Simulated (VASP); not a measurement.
A run of VASP 6.6.1 is set up as follows.

File POSCAR:

```
YbSi2C2
1.0
    5.8666295200      0.0000000000      0.0000000000
    0.0000000000      5.8666295200      0.0000000000
    0.0000000000      0.0000000000      3.9316818200
C Si Yb
4 4 2
Direct
    0.1626000000      0.6626000000      0.5000000000
    0.3374000000      0.1626000000      0.5000000000
    0.8374000000      0.3374000000      0.5000000000
    0.6626000000      0.8374000000      0.5000000000
    0.3622000000      0.8622000000      0.5000000000
    0.1378000000      0.3622000000      0.5000000000
    0.6378000000      0.1378000000      0.5000000000
    0.8622000000      0.6378000000      0.5000000000
    0.0000000000      0.0000000000      0.0000000000
    0.5000000000      0.5000000000      0.0000000000
```

Contents of INCAR.step1:

```
SYSTEM = YbSi2C2
PREC = Accurate
ENCUT = 520
ISMEAR = 0
SIGMA = 0.0816
LREAL = .FALSE.
LASPH = .TRUE.
NELM = 100
NBANDS = 51
GGA = PE
ALGO = Normal
EDIFF = 1E-4
LWAVE = .TRUE.
LCHARG = .FALSE.
```

File INCAR.step2:

```
SYSTEM = YbSi2C2
PREC = Accurate
ENCUT = 520
EDIFF = 1E-6
ISMEAR = 0
SIGMA = 0.0816
LREAL = .FALSE.
LASPH = .TRUE.
NELM = 100
ALGO = Normal
ISIF = 2
LWAVE = .FALSE.
LCHARG = .FALSE.
METAGGA = R2SCAN
LMIXTAU = .TRUE.
NBANDS = 51
ISTART = 1
```

File KPOINTS:

```
regular mesh
0
G
  4 4 6
  0 0 0
```

Potentials or basis: VASP PAW PBE potentials, release 64 (C, Si, Yb).

Run with:

```console
$ cat potpaw_PBE.64/C/POTCAR potpaw_PBE.64/Si/POTCAR potpaw_PBE.64/Yb/POTCAR > POTCAR
$ cp INCAR.step1 INCAR
$ mpirun -np 1 vasp_std > vasp.out
$ cp INCAR.step2 INCAR
$ mpirun -np 1 vasp_std > vasp.out
```

Problem. Estimate the band gap on the k mesh.

Solution. Zero (bands 40 and 41 overlap by 0.53 eV).

Problem. Estimate the largest force.

Solution. 1.607 eV/Å.

Problem. Predict the pressure.

Solution. 17.9 GPa.

Forces in eV/Å, atoms in the order of the input:
```
C   -1.137 -1.137  0.000
C    1.137 -1.137  0.000
C    1.137  1.137  0.000
C   -1.137  1.137  0.000
Si   0.912  0.912  0.000
Si  -0.912  0.912  0.000
Si  -0.912 -0.912  0.000
Si   0.912 -0.912  0.000
Yb   0.000  0.000  0.000
Yb   0.000  0.000  0.000
```

Caveat: the stress differs along the axes, from -4 to 29 GPa; the PAW data sets were made with another functional, which shifts forces and pressure a little; spin-orbit coupling is left out, which moves the levels of the heavy elements. Spin polarisation is off, so any magnetic state and its effect on volume and gap are missing.
